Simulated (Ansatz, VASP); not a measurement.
# Two plane-wave programs on In2SbAs

The input INCAR:

```
SYSTEM = In2SbAs
PREC = Accurate
ENCUT = 520
EDIFF = 1E-6
ISMEAR = -1
SIGMA = 0.02
LREAL = .FALSE.
LASPH = .TRUE.
NELM = 60
ALGO = Normal
ISIF = 2
LWAVE = .FALSE.
LCHARG = .FALSE.
GGA = PE
NBANDS = 26
```

KPOINTS

```
regular mesh
0
G
  6 6 4
  0 0 0
```

File POSCAR:

```
In2SbAs
1.0
    4.4468322634      0.0000000000      0.0000000000
    0.0000000000      4.4468322634      0.0000000000
    0.0000000000      0.0000000000      6.2743977569
As In Sb
1 2 1
Direct
    0.0000000000      0.0000000000      0.0000000000
    0.0000000000      0.5000000000      0.7665304163
    0.5000000000      0.0000000000      0.2334695837
    0.5000000000      0.5000000000      0.5000000000
```

Input for Ansatz:

```yaml
crystal:
  lattice:
    - [4.4468322634, 0.0, 0.0]
    - [0.0, 4.4468322634, 0.0]
    - [0.0, 0.0, 6.2743977569]
  atoms:
    - { symbol: As, position: [0.0, 0.0, 0.0] }
    - { symbol: In, position: [0.0, 0.5, 0.7665304163] }
    - { symbol: Sb, position: [0.5, 0.5, 0.5] }
    - { symbol: In, position: [0.5, 0.0, 0.2334695837] }
kpoints:
  mp_grid: { grid: [6, 6, 4] }
hamiltonian:
  xc: pbe
scf:
  occupations: { method: fermi_dirac, width: 0.02 }
  n_extra_bands: 5
output:
  forces: true
  stress: true
  eigenvalues: true
```

Alike in both runs: task single point; functional PBE; k mesh 6 × 6 × 4; occupations fermi-dirac, width 0.02 eV; no spin polarisation.

|  | VASP | Ansatz |
| --- | --- | --- |
| version | VASP 6.6.1 | Ansatz 0.2.0 |
| potentials or method | VASP PAW PBE potentials, release 64 (As, In_d, Sb) | plane waves, PAW |
| plane-wave cutoff (eV) | 520 | 420 |
| valence electrons in the cell | 36 | 56 |

VASP gave:

```
pressure (GPa)                     : 3.0
rms of the force components (eV/Å) : 0.013
```

Task: Which values does Ansatz return?

Result: Pressure (GPa): 3.0; rms of the force components (eV/Å): 0.017.

With one functional, cell and mesh, what is left measures potentials, basis and numerics. VASP's potentials hold 36 valence electrons a cell and Ansatz's 56, so a difference there can come from the potentials and not from the codes.

Neither program's run includes spin-orbit coupling.
